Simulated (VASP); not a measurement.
Write the native input for VASP 6.6.1 that does the following.

```yaml
Task: single point
Functional: PBEsol
Potentials_or_basis: VASP PAW PBE potentials, release 64 (Al)
Cutoff: 520 eV
k_mesh: 24 × 24 × 24
Occupations: gaussian, width 0.15 eV
Spin: no spin polarisation
Dipole_correction: no
Further_INCAR_settings: ALGO = Fast; EDIFF = 1e-06; NBANDS = 8
```

The structure of Al lies in POSCAR:

```
Al
1.0
   -1.6682175118      1.5921424462      1.5921424462
    1.5921424462     -1.6682175118      1.5921424462
    1.5921424462      1.5921424462     -1.6682175118
Al
1
Direct
    0.0000000000      0.0000000000      0.0000000000
```

This cell differs from its parent crystal: ratio of the length along [111] to the lengths across it x 0.93, volume and fractional coordinates fixed.

One way to write it, as run:

INCAR

```
SYSTEM = Al
PREC     = Accurate       ! precision mode
ENCUT    = 520            ! plane-wave cutoff, eV
EDIFF    = 1E-6           ! SCF threshold, eV
ISMEAR   = 0              ! smearing method
SIGMA    = 0.15           ! smearing width, eV
LREAL    = .FALSE.        ! projectors in reciprocal space
LASPH    = .TRUE.         ! aspherical terms in the spheres
NELM     = 60             ! most SCF steps
ALGO     = Fast           ! electronic algorithm
ISIF     = 2              ! what is computed and relaxed
LWAVE    = .FALSE.        ! write WAVECAR
LCHARG   = .FALSE.        ! write CHGCAR
GGA      = PS             ! functional
NBANDS   = 8              ! bands
```

KPOINTS

```
Automatic mesh
0
G
  24 24 24
  0 0 0
```

Potentials or basis: VASP PAW PBE potentials, release 64 (Al).

The run is started by

```sh
$ cat potpaw_PBE.64/Al/POTCAR > POTCAR
$ mpirun -np 1 vasp_std > vasp.out
```

Results of the run:

```yaml
Pressure: 3.0 GPa
```

Caveat: the PAW data sets were made with another functional, which shifts forces and pressure a little.

It took 44 s on 1 thread of Intel(R) Xeon(R) 6975P-C (Granite Rapids), with other jobs on the host, peak memory 0.26 GiB.
